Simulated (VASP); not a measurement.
# V (P6/mmm) in VASP: a series of runs

The runs below take V through single point, with LDA.

Everything below comes from runs of VASP 6.6.1. Logs are shortened: lines on timing, memory, paths and dates and some standing lists are left out, and cuts for length are marked.

## 1. The cell of the first run

It takes space group P6/mmm (No. 191, hexagonal). Conventional cell: a = 4.367 Å, b = 4.367 Å, c = 2.312 Å, α = 90.00°, β = 90.00°, γ = 120.00°. Within 3.1 Å of V (site symmetry 6/mmm) lie 14 V at 2.31 to 2.77 Å. V (site symmetry -6m2) has 11 V at 2.31 to 2.77 Å within 3.1 Å.

This isn't the form of V at room conditions, which is bcc.

## 2. Single point, LDA

The input, INCAR:

```
SYSTEM = V
PREC     = Accurate       ! precision mode
ENCUT    = 520            ! plane-wave cutoff, eV
EDIFF    = 1E-7           ! SCF threshold, eV
ISMEAR   = -1             ! smearing method
SIGMA    = 0.1            ! smearing width, eV
LREAL    = .False.        ! projectors in reciprocal space
LASPH    = .True.         ! aspherical terms in the spheres
NELM     = 60             ! most SCF steps
ALGO     = Normal         ! electronic algorithm
ISIF     = 2              ! what is computed and relaxed
LWAVE    = .False.        ! write WAVECAR
LCHARG   = .False.        ! write CHGCAR
GGA      = CA             ! functional
NBANDS   = 26             ! bands
```

The input, KPOINTS:

```
regular mesh
0
Gamma
  9 9 12
  0 0 0
```

The input, POSCAR:

```
V
1.0
    4.3667642712      0.0000000000      0.0000000000
   -2.1833821356      3.7817287912      0.0000000000
    0.0000000000      0.0000000000      2.3120998010
V
3
Direct
    0.0000000000      1.0000000000      0.0000000000
    0.3333333333      0.6666666667      0.5000000000
    0.6666666667      0.3333333333      0.5000000000
```

Potentials or basis: VASP PAW LDA potentials, release 64 (V_sv).

On the command line:

```
> cat potpaw_LDA.64/V_sv/POTCAR > POTCAR
> mpirun -np 1 vasp_std > vasp.out
```

OUTCAR:

```text
SYSTEM = V
   PREC = Accurate
   ENCUT = 520
   EDIFF = 1E-7
   ISMEAR = -1
   LREAL = .False.
   LASPH = .True.
   NELM = 60
   ISIF = 2
   GGA = CA

 ion  position               nearest neighbor table
   1  0.000  0.000  0.000-   2 2.77   3 2.77   2 2.77   3 2.77   3 2.77   3 2.77   2 2.77   2 2.77
                             3 2.77   3 2.77   2 2.77   2 2.77
   2  0.333  0.667  0.500-   3 2.52   3 2.52   3 2.52   1 2.77   1 2.77   1 2.77   1 2.77   1 2.77
                             1 2.77
   3  0.667  0.333  0.500-   2 2.52   2 2.52   2 2.52   1 2.77   1 2.77   1 2.77   1 2.77   1 2.77
                             1 2.77

  LATTYP: Found a hexagonal cell.
 ALAT       =     4.3667642712
 C/A-ratio  =     0.5294766691

  Lattice vectors:

 A1 = (   4.3667642712,   0.0000000000,   0.0000000000)
 A2 = (  -2.1833821356,   3.7817287912,   0.0000000000)
 A3 = (   0.0000000000,   0.0000000000,   2.3120998010)

Analysis of symmetry for initial positions (statically):
=====================================================================
 Subroutine PRICEL returns:
 Original cell was already a primitive cell.

 Routine SETGRP: Setting up the symmetry group for a
 hexagonal supercell.

 Subroutine GETGRP returns: Found 24 space group operations
 (whereof 24 operations were pure point group operations)
 out of a pool of 24 trial point group operations.

The static configuration has the point symmetry D_6h.

Analysis of symmetry for dynamics (positions and initial velocities):
=====================================================================
 Subroutine PRICEL returns:
 Original cell was already a primitive cell.

 Routine SETGRP: Setting up the symmetry group for a
 hexagonal supercell.

 Subroutine GETGRP returns: Found 24 space group operations
 (whereof 24 operations were pure point group operations)
 out of a pool of 24 trial point group operations.

The dynamic configuration has the point symmetry D_6h.

 Subroutine INISYM returns: Found 24 space group operations
 (whereof 24 operations are pure point group operations),
 and found     1 'primitive' translations

----------------------------------------------------------------------------------------

                                     Primitive cell

  volume of cell :      38.1818

  direct lattice vectors                    reciprocal lattice vectors
     4.366764271  0.000000000  0.000000000     0.229002515  0.132214664  0.000000000
    -2.183382136  3.781728791  0.000000000     0.000000000  0.264429327  0.000000000
     0.000000000  0.000000000  2.312099801     0.000000000  0.000000000  0.432507282

  length of vectors
     4.366764271  4.366764271  2.312099801     0.264429327  0.264429327  0.432507282

  position of ions in fractional coordinates (direct lattice)
     0.000000000  0.000000000  0.000000000
     0.333333333  0.666666667  0.500000000
     0.666666667  0.333333333  0.500000000

  ion indices of the primitive-cell ions
   primitive index   ion index
                 1           1
                 2           2
                 3           3

----------------------------------------------------------------------------------------

 KPOINTS: regular mesh

Automatic generation of k-mesh.
 Grid dimensions read from file:
 generate k-points for:    9    9   12

 Generating k-lattice:

  Cartesian coordinates                     Fractional coordinates (reciprocal lattice)
     0.025444724  0.014690518  0.000000000     0.111111111 -0.000000000  0.000000000
     0.000000000  0.029381036  0.000000000     0.000000000  0.111111111  0.000000000
     0.000000000  0.000000000  0.036042273     0.000000000  0.000000000  0.083333333

  Length of vectors
     0.029381036  0.029381036  0.036042273

  Shift w.r.t. Gamma in fractional coordinates (k-lattice)
     0.000000000  0.000000000  0.000000000

 Subroutine IBZKPT returns following result:
 ===========================================

 Found     84 irreducible k-points:

 Following reciprocal coordinates:
            Coordinates               Weight
  0.000000  0.000000  0.000000      1.000000
  0.111111  0.000000  0.000000      6.000000
  0.222222  0.000000  0.000000      6.000000
  0.333333  0.000000  0.000000      6.000000
  0.444444  0.000000  0.000000      6.000000
  0.111111  0.111111  0.000000      6.000000
[... 16 lines left out ...]
  0.333333  0.222222  0.083333     24.000000
  0.333333  0.333333  0.083333      4.000000
 [... further k-points ...]
   k-points           NKPTS =     84   k-points in BZ     NKDIM =     84   number of bands    NBANDS=     26
   number of dos      NEDOS =    301   number of ions     NIONS =      3
   total plane-waves  NPLWV =  18432
   dimension x,y,z NGX =    32 NGY =   32 NGZ =   18
   dimension x,y,z NGXF=    64 NGYF=   64 NGZF=   36
   ions per type =               3
   NGX,Y,Z   is equivalent  to a cutoff of  12.18, 12.18, 12.94 a.u.
   NGXF,Y,Z  is equivalent  to a cutoff of  24.37, 24.37, 25.88 a.u.
 SYSTEM =  V
   PREC   = accura    normal or accurate (medium, high low for compatibility)
   ISTART =      0    job   : 0-new  1-cont  2-samecut
   ICHARG =      2    charge: 1-file 2-atom 10-const
   ISPIN  =      1    spin polarized calculation?
   LNONCOLLINEAR =      F non collinear calculations
   LSORBIT =      F    spin-orbit coupling
   LASPH  =      T    aspherical Exc in radial PAW
   ENCUT  =  520.0 eV  38.22 Ry    6.18 a.u.   8.12  8.12  4.30*2*pi/ulx,y,z
   NELM   =     60;   NELMIN=  2; NELMDL= -5     # of ELM steps
   EDIFF  = 0.1E-06   stopping-criterion for ELM
   LREAL  =      F    real-space projection
   EDIFFG = 0.1E-05   stopping-criterion for IOM
   NSW    =      0    number of steps for IOM
   IBRION =     -1    ionic relax: 0-MD 1-quasi-New 2-CG
   NFREE  =      0    steps in history (QN), initial steepest desc. (CG)
   ISIF   =      2    stress and relaxation
   ISYM   =      2    0-nonsym 1-usesym 2-fastsym
   POTIM  = 0.5000    time-step for ionic-motion
   TEBEG  =    0.0;   TEEND  =   0.0 temperature during run
   PSTRESS=    0.0 pullay stress
   NELECT =      39.0000    total number of electrons
   NUPDOWN=      -1.0000    fix difference up-down
   EMIN   =  10.00;   EMAX   =-10.00  energy-range for DOS
   EFERMI =   0.00;   METHOD = LEGACY
   ISMEAR =    -1;   SIGMA  =   0.10  broadening in eV -4-tet -1-fermi 0-gaus
   EFERMI_NEDOS =   21; number of points for ismear=-14 and -15
   IALGO  =     38    algorithm
   IMIX   =      4    mixing-type and parameters
     AMIX     =   0.40;   BMIX     =  1.00
     AMIX_MAG =   1.60;   BMIX_MAG =  1.00
  volume/ion in A,a.u.               =      12.73        85.89
  Fermi-wavevector in a.u.,A,eV,Ry     =   1.648709  3.115609 36.983940  2.718243
  Thomas-Fermi vector in A             =   2.737953
   LORBIT       =      0    0 simple, 1 ext, 2 COOP (PROOUT), +10 PAW based schemes
   GGA     = CA    functional components
   LHFCALC =     F    Hartree Fock is set to
   AEXX    =    0.0000 exact exchange contribution
   IVDW    =     0    specifies the selected vdW correction
   LEPSILON=     F    determine dielectric tensor
   LRPA    =     F    only Hartree local field effects (RPA)
 non-spin polarized calculation
  energy-cutoff  :      520.00
  volume of cell :       38.18
 maximum number of plane-waves:      1056
   NGX = 17   NGY = 17   NGZ =  9

 number of electron      39.0000002 magnetization

 Free energy of the ion-electron system (eV)
  ---------------------------------------------------
  ext. energy  EPLUGINS =         0.00000000
  ---------------------------------------------------
  free energy    TOTEN  =       -29.49090248 eV

  energy without entropy =      -29.36935814  energy(sigma->0) =      -29.43013031

 E-fermi :  10.3864     XC(G=0): -13.5183

 val. band max:       10.3797221940   @ k =   0.2222   0.1111   0.1667
 cond. band min:      10.4015110919   @ k =   0.2222   0.0000   0.1667
 fundamental gap:      0.0217888979
 Fermi energy:        10.3864332169

 k-point     1 :       0.0000    0.0000    0.0000
  band No.  band energies     occupation
      1     -52.7425      2.00000
      2     -52.5535      2.00000
      3     -52.4856      2.00000
      4     -27.1558      2.00000
      5     -27.1558      2.00000
      6     -27.0349      2.00000
[... 18 lines left out ...]
     25      13.0101      0.00000
     26      13.0101      0.00000

 k-point     2 :       0.1111    0.0000    0.0000
  band No.  band energies     occupation
      1     -52.7348      2.00000
      2     -52.5564      2.00000
      3     -52.4908      2.00000
      4     -27.2147      2.00000
      5     -27.1956      2.00000
      6     -26.9680      2.00000
[... 18 lines left out ...]
     25      13.2485      0.00000
     26      13.2733      0.00000

 k-point     3 :       0.2222    0.0000    0.0000
  band No.  band energies     occupation
      1     -52.7127      2.00000
      2     -52.5646      2.00000
      3     -52.5052      2.00000
      4     -27.2944      2.00000
      5     -27.2147      2.00000
      6     -26.8649      2.00000
[... 18 lines left out ...]
     25      13.4927      0.00000
     26      13.5639      0.00000

 k-point     4 :       0.3333    0.0000    0.0000
  band No.  band energies     occupation
      1     -52.6800      2.00000
      2     -52.5792      2.00000
      3     -52.5239      2.00000
      4     -27.3547      2.00000
      5     -27.1720      2.00000
      6     -26.7724      2.00000
[... 18 lines left out ...]
     25      13.6722      0.00000
     26      13.7222      0.00000

 k-point     5 :       0.4444    0.0000    0.0000
  band No.  band energies     occupation
      1     -52.6432      2.00000
      2     -52.6036      2.00000
      3     -52.5368      2.00000
      4     -27.3867      2.00000
      5     -27.0711      2.00000
      6     -26.9122      2.00000
[... 18 lines left out ...]
     25      13.3134      0.00000
     26      13.3877      0.00000

 k-point     6 :       0.1111    0.1111    0.0000
  band No.  band energies     occupation
      1     -52.7199      2.00000
      2     -52.5617      2.00000
      3     -52.5007      2.00000
      4     -27.2579      2.00000
      5     -27.2340      2.00000
      6     -26.8795      2.00000
[... 427 lines left out ...]
 k-point    21 :       0.4444    0.1111    0.0833
  band No.  band energies     occupation
      1     -52.6095      2.00000
      2     -52.5908      2.00000
      3     -52.5258      2.00000
      4     -27.3419      2.00000
      5     -27.0385      2.00000
      6     -26.9735      2.00000
[... 18 lines left out ...]
     25      13.0375      0.00000
     26      13.2613      0.00000

 k-point    22 :       0.2222    0.2222    0.0833
  band No.  band energies     occupation
      1     -52.6425      2.00000
      2     -52.5636      2.00000
      3     -52.5199      2.00000
      4     -27.2722      2.00000
      5     -27.2083      2.00000
      6     -26.8358      2.00000
[... 18 lines left out ...]
     25      13.1336      0.00000
     26      13.6627      0.00000

 k-point    23 :       0.3333    0.2222    0.0833
  band No.  band energies     occupation
      1     -52.6122      2.00000
      2     -52.5754      2.00000
      3     -52.5387      2.00000
      4     -27.2733      2.00000
      5     -27.1321      2.00000
      6     -26.9817      2.00000
[... 18 lines left out ...]
     25      12.9030      0.00000
     26      13.4001      0.00000

 k-point    24 :       0.3333    0.3333    0.0833
  band No.  band energies     occupation
      1     -52.6006      2.00000
      2     -52.5629      2.00000
      3     -52.5629      2.00000
      4     -27.2193      2.00000
      5     -27.0993      2.00000
      6     -27.0993      2.00000
[... 18 lines left out ...]
     25      13.0389      0.00000
     26      13.0389      0.00000

 [... further k-points ...]

------------------------ aborting loop because EDIFF is reached ----------------------------------------

  FORCE on cell =-STRESS in cart. coord.  units (eV):
  Direction    XX          YY          ZZ          XY          YZ          ZX
  --------------------------------------------------------------------------------------
  -------------------------------------------------------------------------------------
  Total        0.1120415      0.1120415      0.2600576      0.0000000      0.0000000      0.0000000
  in kB        4.7014601      4.7014601     10.9124810      0.0000000      0.0000000      0.0000000
  external PRESSURE =       6.7718004 kB  Pullay stress =       0.0000000 kB

 VOLUME and BASIS-vectors are now :
 -----------------------------------------------------------------------------
  energy-cutoff  :      520.00
  volume of cell :       38.18
      direct lattice vectors                 reciprocal lattice vectors
     4.366764271  0.000000000  0.000000000     0.229002515  0.132214664  0.000000000
    -2.183382136  3.781728791  0.000000000     0.000000000  0.264429327  0.000000000
     0.000000000  0.000000000  2.312099801     0.000000000  0.000000000  0.432507282

 POSITION                                       TOTAL-FORCE (eV/Angst)
 -----------------------------------------------------------------------------------
      0.00000      0.00000      0.00000         0.000000      0.000000      0.000000
     -0.00000      2.52115      1.15605         0.000000     -0.000000      0.000000
      2.18338      1.26058      1.15605        -0.000000      0.000000      0.000000
 -----------------------------------------------------------------------------------
    total drift:                               -0.000000      0.000000      0.000000

  FREE ENERGIE OF THE ION-ELECTRON SYSTEM (eV)
  ---------------------------------------------------
  free  energy   TOTEN  =       -29.4909024800 eV

  energy  without entropy=      -29.3693581425  energy(sigma->0) =      -29.43013031
```

Run time: 96 s. Hardware: 1 thread of Intel Xeon 8259CL, shared host; peak memory 0.18 GiB.

Results:

| Quantity | Value |
| --- | --- |
| Free energy | -29.4909 eV |
| Pressure | 0.7 GPa |
| Band gap on the k mesh | zero (an odd number of electrons rules out a gap without spin polarisation) |

Stress tensor (GPa, compression positive):
```
0.47 0.00 0.00
0.00 0.47 0.00
0.00 0.00 1.09
```

Levels at points of the mesh, in eV from the Fermi level:
```
           k point  band 15  band 16  band 17  band 18  band 19  band 20  band 21  band 22  band 23  band 24
(0.00, 0.00, 0.00)    -1.44    -1.44    -1.42    -1.40    -1.40    -1.00     0.50     0.50     2.62     2.62
(0.00, 0.00, 0.50)    -2.56    -2.56    -1.57    -0.72    -0.17    -0.17     1.00     1.00     2.66     2.66
```

(Continued in part 2 of 2.)

The gap in the log of VASP goes by the Fermi energy; the results here count the filled bands.